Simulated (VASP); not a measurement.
Runs of VASP 6.6.1 on AlAu. The structure is that of space group Pm-3m (No. 221), or close to it. The cells are those of the table. 

| cell | gap on the mesh (eV) | pressure (GPa) |
| --- | --- | --- |
| a = 3.266 Å, 2 atoms | none | (a) |
| a = 3.235 Å, 2 atoms | none | -9.1 |
| a = 3.202 Å, 2 atoms | none | -6.0 |
| a = 3.169 Å, 2 atoms | none | (b) |
| a = 3.297 Å, 2 atoms | none | -12.3 |

Alike in all rows: task single point; level LDA; potentials or basis VASP PAW LDA potentials, release 64 (Al, Au); no spin polarisation; k mesh 9 × 9 × 9; cutoff (eV) 500; smearing methfessel-paxton 0.1 eV.

Problem. Fill in the values left out.

Solution. (a) -11.0; (b) -2.2.

Caveats: spin-orbit coupling is left out, which moves the levels of the heavy elements.

A k mesh can miss the band edges, and the runs leave out spin-orbit coupling on Au.

A gap of «none» marks levels without a gap at the run's occupations.
